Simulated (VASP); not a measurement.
# Cu3Sn2 (P6/mmm) in VASP: a series of runs

Cu3Sn2 is run at these levels: PBE; tasks: single point.

Program: VASP 6.6.1. These are calculated values, not measurements. Logs are shortened: lines on timing, memory, paths and dates and some standing lists are left out, and cuts for length are marked.

## Step 1: The cell of the first run

Symmetry: P6/mmm, No. 191, hexagonal system. Conventional cell: a = 4.657 Å, b = 4.657 Å, c = 5.900 Å, α = 90.00°, β = 90.00°, γ = 120.00°. Cu (site symmetry -6m2) has 6 Cu at 2.69 Å and 2 Sn at 2.95 Å within 3.5 Å. Within 3.5 Å of Cu (site symmetry 6/mmm) lie 6 Cu at 2.69 Å. Within 3.5 Å of Sn (site symmetry -6m2) lie 3 Sn at 2.69 Å and 2 Cu at 2.95 Å.

The cell was built from a structure type or drawn by symmetry, and may not be a known phase.

## Step 2: Single point, PBE

Input file INCAR:

```
SYSTEM = Cu3Sn2
  PREC = Accurate
  ENCUT = 520
  EDIFF = 1E-7
  ISMEAR = 0
  SIGMA = 0.1
  LREAL = .FALSE.
  LASPH = .TRUE.
  NELM = 80
  ALGO = Normal
  ISIF = 2
  LWAVE = .FALSE.
  LCHARG = .FALSE.
  GGA = PE
  NBANDS = 38
```

Input file KPOINTS:

```
regular mesh
0
G
  6 6 4
  0 0 0
```

Input file POSCAR:

```
Cu3Sn2
1.0
    4.6572994100      0.0000000000      0.0000000000
   -2.3286497100      4.0333396000      0.0000000000
    0.0000000000      0.0000000000      5.9003171300
Cu Sn
3 2
Direct
    0.3333333300      0.6666666700      0.0000000000
    0.6666666700      0.3333333300      0.0000000000
    0.0000000000      0.0000000000      0.0000000000
    0.3333333300      0.6666666700      0.5000000000
    0.6666666700      0.3333333300      0.5000000000
```

Potentials or basis: VASP PAW PBE potentials, release 64 (Cu, Sn_d).

On the command line:

```sh
> cat potpaw_PBE.64/Cu/POTCAR potpaw_PBE.64/Sn_d/POTCAR > POTCAR
> mpirun -np 1 vasp_std > vasp.out
```

OUTCAR:

```text
SYSTEM = Cu3Sn2
   PREC = Accurate
   ENCUT = 520
   EDIFF = 1E-7
   ISMEAR = 0
   LREAL = .FALSE.
   LASPH = .TRUE.
   NELM = 80
   ISIF = 2
   GGA = PE

 ion  position               nearest neighbor table
   1  0.333  0.667  0.000-   2 2.69   2 2.69   3 2.69   3 2.69   3 2.69   2 2.69   4 2.95   4 2.95

   2  0.667  0.333  0.000-   1 2.69   1 2.69   3 2.69   3 2.69   3 2.69   1 2.69   5 2.95   5 2.95

   3  0.000  0.000  0.000-   1 2.69   2 2.69   2 2.69   1 2.69   2 2.69   1 2.69
   4  0.333  0.667  0.500-   5 2.69   5 2.69   5 2.69   1 2.95   1 2.95
   5  0.667  0.333  0.500-   4 2.69   4 2.69   4 2.69   2 2.95   2 2.95

  LATTYP: Found a hexagonal cell.
 ALAT       =     4.6572994100
 C/A-ratio  =     1.2668966735

  Lattice vectors:

 A1 = (   4.6572994100,   0.0000000000,   0.0000000000)
 A2 = (  -2.3286497100,   4.0333396000,   0.0000000000)
 A3 = (   0.0000000000,   0.0000000000,   5.9003171300)

Analysis of symmetry for initial positions (statically):
=====================================================================
 Subroutine PRICEL returns:
 Original cell was already a primitive cell.

 Routine SETGRP: Setting up the symmetry group for a
 hexagonal supercell.

 Subroutine GETGRP returns: Found 24 space group operations
 (whereof 24 operations were pure point group operations)
 out of a pool of 24 trial point group operations.

The static configuration has the point symmetry D_6h.

Analysis of symmetry for dynamics (positions and initial velocities):
=====================================================================
 Subroutine PRICEL returns:
 Original cell was already a primitive cell.

 Routine SETGRP: Setting up the symmetry group for a
 hexagonal supercell.

 Subroutine GETGRP returns: Found 24 space group operations
 (whereof 24 operations were pure point group operations)
 out of a pool of 24 trial point group operations.

The dynamic configuration has the point symmetry D_6h.

 Subroutine INISYM returns: Found 24 space group operations
 (whereof 24 operations are pure point group operations),
 and found     1 'primitive' translations

----------------------------------------------------------------------------------------

                                     Primitive cell

  volume of cell :     110.8343

  direct lattice vectors                    reciprocal lattice vectors
     4.657299410  0.000000000  0.000000000     0.214716709  0.123966750  0.000000000
    -2.328649710  4.033339600  0.000000000     0.000000000  0.247933499  0.000000000
     0.000000000  0.000000000  5.900317130     0.000000000  0.000000000  0.169482416

  length of vectors
     4.657299410  4.657299411  5.900317130     0.247933499  0.247933499  0.169482416

  position of ions in fractional coordinates (direct lattice)
     0.333333330  0.666666670  0.000000000
     0.666666670  0.333333330  0.000000000
     0.000000000  0.000000000  0.000000000
     0.333333330  0.666666670  0.500000000
     0.666666670  0.333333330  0.500000000

  ion indices of the primitive-cell ions
   primitive index   ion index
                 1           1
                 2           2
                 3           3
                 4           4
                 5           5

----------------------------------------------------------------------------------------

 KPOINTS: regular mesh

Automatic generation of k-mesh.
 Grid dimensions read from file:
 generate k-points for:    6    6    4

 Generating k-lattice:

  Cartesian coordinates                     Fractional coordinates (reciprocal lattice)
     0.035786118  0.020661125  0.000000000     0.166666667  0.000000000  0.000000000
     0.000000000  0.041322250  0.000000000     0.000000000  0.166666667  0.000000000
     0.000000000  0.000000000  0.042370604     0.000000000  0.000000000  0.250000000

  Length of vectors
     0.041322250  0.041322250  0.042370604

  Shift w.r.t. Gamma in fractional coordinates (k-lattice)
     0.000000000  0.000000000  0.000000000

 Subroutine IBZKPT returns following result:
 ===========================================

 Found     21 irreducible k-points:

 Following reciprocal coordinates:
            Coordinates               Weight
  0.000000  0.000000  0.000000      1.000000
  0.166667 -0.000000  0.000000      6.000000
  0.333333 -0.000000  0.000000      6.000000
  0.500000 -0.000000  0.000000      3.000000
  0.166667  0.166667  0.000000      6.000000
  0.333333  0.166667  0.000000     12.000000
[... 13 lines left out ...]
  0.333333  0.166667  0.500000     12.000000
  0.333333  0.333333  0.500000      2.000000
   k-points           NKPTS =     21   k-points in BZ     NKDIM =     21   number of bands    NBANDS=     38
   number of dos      NEDOS =    301   number of ions     NIONS =      5
   total plane-waves  NPLWV =  62208
   dimension x,y,z NGX =    36 NGY =   36 NGZ =   48
   dimension x,y,z NGXF=    72 NGYF=   72 NGZF=   96
   ions per type =               3   2
   NGX,Y,Z   is equivalent  to a cutoff of  12.85, 12.85, 13.52 a.u.
   NGXF,Y,Z  is equivalent  to a cutoff of  25.70, 25.70, 27.05 a.u.
 SYSTEM =  Cu3Sn2
   PREC   = accura    normal or accurate (medium, high low for compatibility)
   ISTART =      0    job   : 0-new  1-cont  2-samecut
   ICHARG =      2    charge: 1-file 2-atom 10-const
   ISPIN  =      1    spin polarized calculation?
   LNONCOLLINEAR =      F non collinear calculations
   LSORBIT =      F    spin-orbit coupling
   LASPH  =      T    aspherical Exc in radial PAW
   ENCUT  =  520.0 eV  38.22 Ry    6.18 a.u.   8.66  8.66 10.97*2*pi/ulx,y,z
   NELM   =     80;   NELMIN=  2; NELMDL= -5     # of ELM steps
   EDIFF  = 0.1E-06   stopping-criterion for ELM
   LREAL  =      F    real-space projection
   EDIFFG = 0.1E-05   stopping-criterion for IOM
   NSW    =      0    number of steps for IOM
   IBRION =     -1    ionic relax: 0-MD 1-quasi-New 2-CG
   NFREE  =      0    steps in history (QN), initial steepest desc. (CG)
   ISIF   =      2    stress and relaxation
   ISYM   =      2    0-nonsym 1-usesym 2-fastsym
   POTIM  = 0.5000    time-step for ionic-motion
   TEBEG  =    0.0;   TEEND  =   0.0 temperature during run
   PSTRESS=    0.0 pullay stress
   NELECT =      61.0000    total number of electrons
   NUPDOWN=      -1.0000    fix difference up-down
   EMIN   =  10.00;   EMAX   =-10.00  energy-range for DOS
   EFERMI =   0.00;   METHOD = LEGACY
   ISMEAR =     0;   SIGMA  =   0.10  broadening in eV -4-tet -1-fermi 0-gaus
   EFERMI_NEDOS =   21; number of points for ismear=-14 and -15
   IALGO  =     38    algorithm
   IMIX   =      4    mixing-type and parameters
     AMIX     =   0.40;   BMIX     =  1.00
     AMIX_MAG =   1.60;   BMIX_MAG =  1.00
  volume/ion in A,a.u.               =      22.17       149.59
  Fermi-wavevector in a.u.,A,eV,Ry     =   1.341611  2.535278 24.489407  1.799921
  Thomas-Fermi vector in A             =   2.469831
   LORBIT       =      0    0 simple, 1 ext, 2 COOP (PROOUT), +10 PAW based schemes
   GGA     = PE    functional components
   LHFCALC =     F    Hartree Fock is set to
   AEXX    =    0.0000 exact exchange contribution
   IVDW    =     0    specifies the selected vdW correction
   LEPSILON=     F    determine dielectric tensor
   LRPA    =     F    only Hartree local field effects (RPA)
 non-spin polarized calculation
 Gauss-broadening in eV      SIGMA  =   0.10
  energy-cutoff  :      520.00
  volume of cell :      110.83
 maximum number of plane-waves:      3008
 NGX is ok and might be reduce to    36
   NGX = 17   NGY = 17   NGZ = 21

 number of electron      60.9999972 magnetization

 Free energy of the ion-electron system (eV)
  ---------------------------------------------------
  ext. energy  EPLUGINS =         0.00000000
  ---------------------------------------------------
  free energy    TOTEN  =       -16.45019649 eV

  energy without entropy =      -16.43795985  energy(sigma->0) =      -16.44407817

 E-fermi :   5.7008     XC(G=0): -10.1166

 val. band max:        5.5991913046   @ k =   0.5000  -0.0000   0.5000
 cond. band min:       5.7147302186   @ k =   0.1667   0.1667   0.5000
 fundamental gap:      0.1155389139
 Fermi energy:         5.7007984617

 k-point     1 :       0.0000    0.0000    0.0000
  band No.  band energies     occupation
      1     -16.4888      2.00000
      2     -16.4479      2.00000
      3     -16.4479      2.00000
      4     -16.3544      2.00000
      5     -16.3544      2.00000
      6     -16.1737      2.00000
[... 30 lines left out ...]
     37      10.8349      0.00000
     38      11.5317      0.00000

 k-point     2 :       0.1667   -0.0000    0.0000
  band No.  band energies     occupation
      1     -16.5180      2.00000
      2     -16.5060      2.00000
      3     -16.4696      2.00000
      4     -16.3602      2.00000
      5     -16.3434      2.00000
      6     -16.1282      2.00000
[... 30 lines left out ...]
     37      10.7568      0.00000
     38      11.2603      0.00000

 k-point     3 :       0.3333   -0.0000    0.0000
  band No.  band energies     occupation
      1     -16.5940      2.00000
      2     -16.5850      2.00000
      3     -16.4617      2.00000
      4     -16.3712      2.00000
      5     -16.3167      2.00000
      6     -16.1543      2.00000
[... 30 lines left out ...]
     37      10.8900      0.00000
     38      11.0396      0.00000

 k-point     4 :       0.5000   -0.0000    0.0000
  band No.  band energies     occupation
      1     -16.6257      2.00000
      2     -16.6160      2.00000
      3     -16.4559      2.00000
      4     -16.3763      2.00000
      5     -16.2988      2.00000
      6     -16.1739      2.00000
[... 30 lines left out ...]
     37      12.2069      0.00000
     38      12.7779      0.00000
[... 580 lines left out ...]
      4     -16.3707      2.00000
      5     -16.3209      2.00000
      6     -16.1489      2.00000
[... 30 lines left out ...]
     37      11.1470      0.00000
     38      11.3110      0.00000

 k-point    20 :       0.3333    0.1667    0.5000
  band No.  band energies     occupation
      1     -16.6713      2.00000
      2     -16.5491      2.00000
      3     -16.4713      2.00000
      4     -16.3813      2.00000
      5     -16.2865      2.00000
      6     -16.1854      2.00000
[... 30 lines left out ...]
     37      11.5550      0.00000
     38      11.8728      0.00000

 k-point    21 :       0.3333    0.3333    0.5000
  band No.  band energies     occupation
      1     -16.7042      2.00000
      2     -16.5041      2.00000
      3     -16.5041      2.00000
      4     -16.3880      2.00000
      5     -16.2361      2.00000
      6     -16.2361      2.00000
[... 30 lines left out ...]
     37      11.4042      0.00000
     38      11.4042      0.00000

------------------------ aborting loop because EDIFF is reached ----------------------------------------

  FORCE on cell =-STRESS in cart. coord.  units (eV):
  Direction    XX          YY          ZZ          XY          YZ          ZX
  --------------------------------------------------------------------------------------
  -------------------------------------------------------------------------------------
  Total       -0.7645353     -0.7645353     -3.3993431      0.0000000     -0.0000000      0.0000000
  in kB      -11.0518203    -11.0518203    -49.1395619      0.0000000     -0.0000000      0.0000000
  external PRESSURE =     -23.7477342 kB  Pullay stress =       0.0000000 kB

 VOLUME and BASIS-vectors are now :
 -----------------------------------------------------------------------------
  energy-cutoff  :      520.00
  volume of cell :      110.83
      direct lattice vectors                 reciprocal lattice vectors
     4.657299410  0.000000000  0.000000000     0.214716709  0.123966750  0.000000000
    -2.328649710  4.033339600  0.000000000     0.000000000  0.247933499  0.000000000
     0.000000000  0.000000000  5.900317130     0.000000000  0.000000000  0.169482416

 POSITION                                       TOTAL-FORCE (eV/Angst)
 -----------------------------------------------------------------------------------
     -0.00000      2.68889      0.00000        -0.000000      0.000000     -0.000000
      2.32865      1.34445      0.00000         0.000000      0.000000      0.000000
      0.00000      0.00000      0.00000         0.000000      0.000000     -0.000000
     -0.00000      2.68889      2.95016         0.000000      0.000000     -0.000000
      2.32865      1.34445      2.95016        -0.000000      0.000000     -0.000000
 -----------------------------------------------------------------------------------
    total drift:                                0.000000      0.000000     -0.000000

  FREE ENERGIE OF THE ION-ELECTRON SYSTEM (eV)
  ---------------------------------------------------
  free  energy   TOTEN  =       -16.4501964875 eV

  energy  without entropy=      -16.4379598490  energy(sigma->0) =      -16.44407817
```

It took 2.7 min on 1 thread of Intel Xeon Platinum 8259CL at 2.50GHz (Skylake/Cascade Lake), shared host; peak memory 0.27 GiB.

What came out:

```
Free energy            : -16.4502 eV
Pressure               : -2.4 GPa
Band gap on the k mesh : zero (an odd number of electrons rules out a gap without spin polarisation)
```

Stress tensor (GPa, compression positive):
```
-1.11  0.00  0.00
 0.00 -1.11  0.00
 0.00  0.00 -4.91
```

Caveat: spin-orbit coupling is left out, which moves the levels of the heavy elements.

[end of part 1 of 2]
